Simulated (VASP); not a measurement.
# PtF2 (P4/mmm) in VASP: single point with PBE

Aim: the single point of PtF2 with PBE.

Program: VASP 6.6.1. These are calculated values, not measurements. Logs are shortened: lines on timing, memory, paths and dates and some standing lists are left out, and cuts for length are marked.

## Step 1: The cell of the first run

The structure is tetragonal, space group P4/mmm (No. 123). The conventional cell has a = 3.902 Å, b = 3.902 Å, c = 2.699 Å, α = 90.00°, β = 90.00°, γ = 90.00°. Within 3.1 Å of Pt (site symmetry 4/mmm) lie 8 F at 2.37 Å and 2 Pt at 2.70 Å. Within 3.1 Å of F (site symmetry mmm) lie 4 Pt at 2.37 Å and 6 F at 2.70 to 2.76 Å.

## Step 2: Single point, PBE, collinear spin, ferromagnetic start

File INCAR:

```
SYSTEM = PtF2
ALGO = Normal
EDIFF = 1E-6
ENCUT = 520
GGA = PE
ISIF = 2
ISMEAR = 0
ISPIN = 2
LASPH = .True.
LCHARG = .True.
LELF = .True.
LMAXMIX = 4
LORBIT = 11
LREAL = .False.
LVHAR = .True.
LWAVE = .False.
MAGMOM = 1.01 0.16 0.16
NBANDS = 23
NELM = 150
PREC = Accurate
SIGMA = 0.1
```

File KPOINTS:

```
k-points
0
Gamma
  12 12 16
  0 0 0
```

File POSCAR:

```
PtF2
1.0
    3.9024007693      0.0000000000      0.0000000000
    0.0000000000      3.9024007693      0.0000000000
    0.0000000000      0.0000000000      2.6992695088
Pt F
1 2
Direct
    0.0000000000      0.0000000000      0.5000000000
    0.5000000000      0.0000000000      0.0000000000
    0.0000000000      0.5000000000      0.0000000000
```

Potentials or basis: VASP PAW PBE potentials, release 64 (Pt, F).

Launch:

```bash
> cat potpaw_PBE.64/Pt/POTCAR potpaw_PBE.64/F/POTCAR > POTCAR
> mpirun -np 1 vasp_std > vasp.out
```

OUTCAR:

```text
SYSTEM = PtF2
   EDIFF = 1E-6
   ENCUT = 520
   GGA = PE
   ISIF = 2
   ISMEAR = 0
   ISPIN = 2
   LASPH = .True.
   LORBIT = 11
   LREAL = .False.
   NELM = 150
   PREC = Accurate

 ion  position               nearest neighbor table
   1  0.000  0.000  0.500-   2 2.37   3 2.37   2 2.37   3 2.37   3 2.37   3 2.37   2 2.37   2 2.37

   2  0.500  0.000  0.000-   1 2.37   1 2.37   1 2.37   1 2.37
   3  0.000  0.500  0.000-   1 2.37   1 2.37   1 2.37   1 2.37

  LATTYP: Found a simple tetragonal cell.
 ALAT       =     3.9024007693
 C/A-ratio  =     0.6916945922

  Lattice vectors:

 A1 = (   3.9024007693,   0.0000000000,   0.0000000000)
 A2 = (   0.0000000000,   3.9024007693,   0.0000000000)
 A3 = (   0.0000000000,   0.0000000000,   2.6992695088)

Analysis of symmetry for initial positions (statically):
=====================================================================
 Subroutine PRICEL returns:
 Original cell was already a primitive cell.

 Routine SETGRP: Setting up the symmetry group for a
 simple tetragonal supercell.

 Subroutine GETGRP returns: Found 16 space group operations
 (whereof 16 operations were pure point group operations)
 out of a pool of 16 trial point group operations.

The static configuration has the point symmetry D_4h.

Analysis of symmetry for dynamics (positions and initial velocities):
=====================================================================
 Subroutine PRICEL returns:
 Original cell was already a primitive cell.

 Routine SETGRP: Setting up the symmetry group for a
 simple tetragonal supercell.

 Subroutine GETGRP returns: Found 16 space group operations
 (whereof 16 operations were pure point group operations)
 out of a pool of 16 trial point group operations.

The dynamic configuration has the point symmetry D_4h.

Analysis of structural, dynamic, and magnetic symmetry:
=====================================================================
 Subroutine PRICEL returns:
 Original cell was already a primitive cell.

 Routine SETGRP: Setting up the symmetry group for a
 simple tetragonal supercell.

 Subroutine GETGRP returns: Found 16 space group operations
 (whereof 16 operations were pure point group operations)
 out of a pool of 16 trial point group operations.

The overall configuration has the point symmetry D_4h.

 Subroutine INISYM returns: Found 16 space group operations
 (whereof 16 operations are pure point group operations),
 and found     1 'primitive' translations

----------------------------------------------------------------------------------------

                                     Primitive cell

  volume of cell :      41.1065

  direct lattice vectors                    reciprocal lattice vectors
     3.902400769  0.000000000  0.000000000     0.256252512  0.000000000  0.000000000
     0.000000000  3.902400769  0.000000000     0.000000000  0.256252512  0.000000000
     0.000000000  0.000000000  2.699269509     0.000000000  0.000000000  0.370470602

  length of vectors
     3.902400769  3.902400769  2.699269509     0.256252512  0.256252512  0.370470602

  position of ions in fractional coordinates (direct lattice)
     0.000000000  0.000000000  0.500000000
     0.500000000  0.000000000  0.000000000
     0.000000000  0.500000000  0.000000000

  ion indices of the primitive-cell ions
   primitive index   ion index
                 1           1
                 2           2
                 3           3

----------------------------------------------------------------------------------------

 KPOINTS: k-points

Automatic generation of k-mesh.
 Grid dimensions read from file:
 generate k-points for:   12   12   16

 Generating k-lattice:

  Cartesian coordinates                     Fractional coordinates (reciprocal lattice)
     0.021354376  0.000000000  0.000000000     0.083333333  0.000000000  0.000000000
     0.000000000  0.021354376  0.000000000     0.000000000  0.083333333  0.000000000
     0.000000000  0.000000000  0.023154413     0.000000000  0.000000000  0.062500000

  Length of vectors
     0.021354376  0.021354376  0.023154413

  Shift w.r.t. Gamma in fractional coordinates (k-lattice)
     0.000000000  0.000000000  0.000000000

 Subroutine IBZKPT returns following result:
 ===========================================

 Found    252 irreducible k-points:

 Following reciprocal coordinates:
            Coordinates               Weight
  0.000000  0.000000  0.000000      1.000000
  0.083333  0.000000  0.000000      4.000000
  0.166667  0.000000  0.000000      4.000000
  0.250000  0.000000  0.000000      4.000000
  0.333333  0.000000  0.000000      4.000000
  0.416667  0.000000  0.000000      4.000000
[... 16 lines left out ...]
  0.333333  0.333333  0.000000      4.000000
  0.416667  0.333333  0.000000      8.000000
 [... further k-points ...]
   k-points           NKPTS =    252   k-points in BZ     NKDIM =    252   number of bands    NBANDS=     23
   number of dos      NEDOS =    301   number of ions     NIONS =      3
   total plane-waves  NPLWV =  18000
   dimension x,y,z NGX =    30 NGY =   30 NGZ =   20
   dimension x,y,z NGXF=    60 NGYF=   60 NGZF=   40
   ions per type =               1   2
   NGX,Y,Z   is equivalent  to a cutoff of  12.78, 12.78, 12.32 a.u.
   NGXF,Y,Z  is equivalent  to a cutoff of  25.56, 25.56, 24.64 a.u.
 SYSTEM =  PtF2
   PREC   = accura    normal or accurate (medium, high low for compatibility)
   ISTART =      0    job   : 0-new  1-cont  2-samecut
   ICHARG =      2    charge: 1-file 2-atom 10-const
   ISPIN  =      2    spin polarized calculation?
   LNONCOLLINEAR =      F non collinear calculations
   LSORBIT =      F    spin-orbit coupling
   LASPH  =      T    aspherical Exc in radial PAW
   ENCUT  =  520.0 eV  38.22 Ry    6.18 a.u.   7.26  7.26  5.02*2*pi/ulx,y,z
   NELM   =    150;   NELMIN=  2; NELMDL= -5     # of ELM steps
   EDIFF  = 0.1E-05   stopping-criterion for ELM
   LREAL  =      F    real-space projection
   EDIFFG = 0.1E-04   stopping-criterion for IOM
   NSW    =      0    number of steps for IOM
   IBRION =     -1    ionic relax: 0-MD 1-quasi-New 2-CG
   NFREE  =      0    steps in history (QN), initial steepest desc. (CG)
   ISIF   =      2    stress and relaxation
   ISYM   =      2    0-nonsym 1-usesym 2-fastsym
   POTIM  = 0.5000    time-step for ionic-motion
   TEBEG  =    0.0;   TEEND  =   0.0 temperature during run
   PSTRESS=    0.0 pullay stress
   NELECT =      24.0000    total number of electrons
   NUPDOWN=      -1.0000    fix difference up-down
   EMIN   =  10.00;   EMAX   =-10.00  energy-range for DOS
   EFERMI =   0.00;   METHOD = LEGACY
   ISMEAR =     0;   SIGMA  =   0.10  broadening in eV -4-tet -1-fermi 0-gaus
   EFERMI_NEDOS =   21; number of points for ismear=-14 and -15
   IALGO  =     38    algorithm
   IMIX   =      4    mixing-type and parameters
     AMIX     =   0.40;   BMIX     =  1.00
     AMIX_MAG =   1.60;   BMIX_MAG =  1.00
  volume/ion in A,a.u.               =      13.70        92.47
  Fermi-wavevector in a.u.,A,eV,Ry     =   1.368281  2.585676 25.472725  1.872192
  Thomas-Fermi vector in A             =   2.494259
   LORBIT       =     11    0 simple, 1 ext, 2 COOP (PROOUT), +10 PAW based schemes
   GGA     = PE    functional components
   LHFCALC =     F    Hartree Fock is set to
   AEXX    =    0.0000 exact exchange contribution
   IVDW    =     0    specifies the selected vdW correction
   LEPSILON=     F    determine dielectric tensor
   LRPA    =     F    only Hartree local field effects (RPA)
 spin polarized calculation
 Gauss-broadening in eV      SIGMA  =   0.10
  energy-cutoff  :      520.00
  volume of cell :       41.11
 maximum number of plane-waves:      1126
 NGX is ok and might be reduce to    30
   NGX = 15   NGY = 15   NGZ = 11

 number of electron      23.9999995 magnetization      -0.0306403

 number of electron      23.9999995 magnetization       0.0029957

 Free energy of the ion-electron system (eV)
  ---------------------------------------------------
  ext. energy  EPLUGINS =         0.00000000
  ---------------------------------------------------
  free energy    TOTEN  =       -10.76273336 eV

  energy without entropy =      -10.74981670  energy(sigma->0) =      -10.75627503

 E-fermi :   2.9569     XC(G=0): -10.3796

 val. band max:        2.9471553861   @ k =   0.3333   0.3333   0.0000
 cond. band min:       2.9590495059   @ k =   0.4167   0.0000   0.3125
 fundamental gap:      0.0118941199
 Fermi energy:         2.9568948470

 spin component 1

 k-point     1 :       0.0000    0.0000    0.0000
  band No.  band energies     occupation
      1     -20.3867      1.00000
      2     -19.7928      1.00000
      3      -2.5397      1.00000
      4      -2.5397      1.00000
      5      -1.8857      1.00000
      6      -0.6066      1.00000
[... 15 lines left out ...]
     22      23.9750      0.00000
     23      24.9014      0.00000
[... 575 lines left out ...]
      1     -20.0318      1.00000
      2     -19.9503      1.00000
      3      -5.0474      1.00000
      4      -2.5713      1.00000
      5      -2.3818      1.00000
      6      -1.1350      1.00000
[... 15 lines left out ...]
     22      24.3250      0.00000
     23      26.3849      0.00000

 [... further k-points ...]

 spin component 2

 k-point     1 :       0.0000    0.0000    0.0000
  band No.  band energies     occupation
      1     -20.3861      1.00000
      2     -19.7922      1.00000
      3      -2.5391      1.00000
      4      -2.5391      1.00000
      5      -1.8848      1.00000
      6      -0.6059      1.00000
[... 15 lines left out ...]
     22      23.9754      0.00000
     23      24.9021      0.00000
[... 575 lines left out ...]
      1     -20.0312      1.00000
      2     -19.9497      1.00000
      3      -5.0467      1.00000
      4      -2.5710      1.00000
      5      -2.3807      1.00000
      6      -1.1341      1.00000
[... 15 lines left out ...]
     22      24.3253      0.00000
     23      26.3851      0.00000

 [... further k-points ...]
[... 5 lines left out ...]
  --------------------------------------------------------------------------------------
  -------------------------------------------------------------------------------------
  Total       -0.1298485     -0.1298485     -0.1019085      0.0000000      0.0000000      0.0000000
  in kB       -5.0610129     -5.0610129     -3.9720160      0.0000000      0.0000000      0.0000000
  external PRESSURE =      -4.6980140 kB  Pullay stress =       0.0000000 kB

 VOLUME and BASIS-vectors are now :
 -----------------------------------------------------------------------------
  energy-cutoff  :      520.00
  volume of cell :       41.11
      direct lattice vectors                 reciprocal lattice vectors
     3.902400769  0.000000000  0.000000000     0.256252512  0.000000000  0.000000000
     0.000000000  3.902400769  0.000000000     0.000000000  0.256252512  0.000000000
     0.000000000  0.000000000  2.699269509     0.000000000  0.000000000  0.370470602

 POSITION                                       TOTAL-FORCE (eV/Angst)
 -----------------------------------------------------------------------------------
      0.00000      0.00000      1.34963         0.000000      0.000000      0.000000
      1.95120      0.00000      0.00000         0.000000      0.000000      0.000000
      0.00000      1.95120      0.00000         0.000000      0.000000      0.000000
 -----------------------------------------------------------------------------------
    total drift:                                0.000000      0.000000      0.000000

  FREE ENERGIE OF THE ION-ELECTRON SYSTEM (eV)
  ---------------------------------------------------
  free  energy   TOTEN  =       -10.7627333568 eV

  energy  without entropy=      -10.7498166984  energy(sigma->0) =      -10.75627503

 total charge

# of ion       s       p       d       tot
------------------------------------------
    1        0.375   0.300   7.950   8.626
    2        1.756   4.226   0.000   5.982
    3        1.756   4.226   0.000   5.982
--------------------------------------------------
tot          3.887   8.752   7.950  20.590

 magnetization (x)

# of ion       s       p       d       tot
------------------------------------------
    1        0.000   0.000   0.002   0.002
    2        0.000   0.000   0.000   0.000
    3        0.000   0.000   0.000   0.000
--------------------------------------------------
tot          0.000   0.000   0.002   0.002
```

Wall time 8.4 min (1 thread of AMD EPYC 7R13 (Zen 3), shared host); peak memory 0.39 GiB.

What came out:

```
Free energy                                           : -10.7627 eV
Pressure                                              : -0.5 GPa
Band gap on the k mesh                                : zero (filled and empty bands overlap)
Net moment                                            : 0.00 μB per cell
Valence electrons inside the program's atomic spheres : Pt 8.63; F 5.98
```

Stress tensor (GPa, compression positive):
```
-0.51  0.00  0.00
 0.00 -0.51  0.00
 0.00  0.00 -0.40
```

Levels at points of the mesh, in eV from the Fermi level:
Spin up:
| k point | band 8 | band 9 | band 10 | band 11 | band 12 | band 13 | band 14 | band 15 | band 16 | band 17 |
| --- | --- | --- | --- | --- | --- | --- | --- | --- | --- | --- |
| (0.00, 0.00, 0.00) | -3.40 | -3.23 | -1.76 | -1.48 | -0.79 | -0.79 | 0.16 | 10.14 | 12.25 | 12.25 |
| (0.50, 0.00, 0.00) | -3.81 | -3.40 | -1.07 | -0.92 | -0.78 | 0.35 | 3.37 | 6.73 | 12.46 | 14.22 |
| (0.50, 0.50, 0.00) | -3.41 | -2.84 | -0.62 | 0.35 | 0.35 | 0.56 | 5.12 | 7.88 | 7.88 | 10.83 |
| (0.00, 0.00, 0.50) | -3.17 | -1.32 | 0.52 | 0.52 | 0.62 | 0.66 | 6.33 | 7.57 | 11.40 | 11.40 |
| (0.50, 0.00, 0.50) | -3.46 | -1.88 | -1.49 | -1.01 | 0.46 | 0.64 | 7.10 | 8.11 | 9.46 | 13.13 |
| (0.50, 0.50, 0.50) | -2.65 | -2.47 | -2.47 | -1.74 | -1.40 | -0.43 | 6.13 | 9.70 | 11.88 | 12.59 |
Spin down:
```tsv
k point	band 10	band 11	band 12	band 13	band 14	band 15
(0.00, 0.00, 0.00)	-1.76	-1.48	-0.79	-0.79	0.16	10.14
(0.50, 0.00, 0.00)	-1.07	-0.92	-0.78	0.35	3.37	6.74
(0.50, 0.50, 0.00)	-0.62	0.35	0.35	0.57	5.12	7.88
(0.00, 0.00, 0.50)	0.52	0.52	0.62	0.66	6.33	7.57
(0.50, 0.00, 0.50)	-1.49	-1.01	0.46	0.65	7.10	8.11
(0.50, 0.50, 0.50)	-2.47	-1.74	-1.40	-0.43	6.14	9.70
```

Caveat: spin-orbit coupling is left out, which moves the levels of the heavy elements.
